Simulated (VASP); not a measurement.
Set up this calculation in VASP 6.6.1, as the native input.

```
Task                   : single point
Functional             : PBE
Potentials or basis    : VASP PAW PBE potentials, release 64 (Co, O)
Cutoff                 : 520 eV
k mesh                 : 13 × 13 × 13
Occupations            : fermi-dirac, width 0.1 eV
Spin                   : collinear spin, ferromagnetic start
Starting moments       : [3.2, 0.0] μB
Hubbard terms          : Co d U = 3.0 eV
Dipole correction      : no
Further INCAR settings : ALGO = Normal; EDIFF = 1e-06; NBANDS = 18
```

The structure of CoO lies in POSCAR:

```
CoO
1.0
    2.9958570000      0.0000000000      0.0000000000
    1.4828088117      2.6031590793      0.0000000000
    1.4828088117      0.8618609611      2.4563454309
Co O
1 1
Direct
    0.0000000000      0.0000000000      0.0000000000
    0.5000000000      0.5000000000      0.5000000000
```

The input as run:

INCAR

```
SYSTEM = CoO
ALGO     = Normal         ! electronic algorithm
EDIFF    = 1E-6           ! SCF threshold, eV
ENCUT    = 520            ! plane-wave cutoff, eV
GGA      = PE             ! functional
ISIF     = 2              ! what is computed and relaxed
ISMEAR   = -1             ! smearing method
ISPIN    = 2              ! spin polarisation
LASPH    = .TRUE.         ! aspherical terms in the spheres
LCHARG   = .TRUE.         ! write CHGCAR
LDAU     = .TRUE.         ! DFT+U
LDAUJ    = 0 0          
LDAUL    = 2 -1           ! shell
LDAUPRINT= 1            
LDAUTYPE = 2            
LDAUU    = 3 0            ! U, eV
LELF     = .TRUE.         ! ELF
LMAXMIX  = 4              ! l up to which the mixer works
LORBIT   = 11             ! projections on sites
LREAL    = .FALSE.        ! projectors in reciprocal space
LVHAR    = .TRUE.       
LWAVE    = .FALSE.        ! write WAVECAR
MAGMOM   = 3.2 0          ! initial moments
NBANDS   = 18             ! bands
NELM     = 150            ! most SCF steps
PREC     = Accurate       ! precision mode
SIGMA    = 0.1            ! smearing width, eV
```

KPOINTS

```
k-points
0
G
  13 13 13
  0 0 0
```

Potentials or basis: VASP PAW PBE potentials, release 64 (Co, O).

Launch:

```console
$ cat potpaw_PBE.64/Co/POTCAR potpaw_PBE.64/O/POTCAR > POTCAR
$ mpirun -np 1 vasp_std > vasp.out
```

It gave:

```json
{
  "Pressure": "0.5 GPa",
  "Band gap on the k mesh": "zero (filled and empty bands overlap)",
  "Net moment": "2.97 μB per cell",
  "Site moments": "Co +2.71; O +0.25 μB",
  "Valence electrons inside the program's atomic spheres": "Co 7.81; O 5.00"
}
```

Caveat: a cell with one magnetic atom can't hold antiferromagnetic order, which such compounds often take.

It took 110 s on 1 thread of Intel(R) Xeon(R) Platinum 8559C (Emerald Rapids) (shared host), peak memory 0.24 GiB.
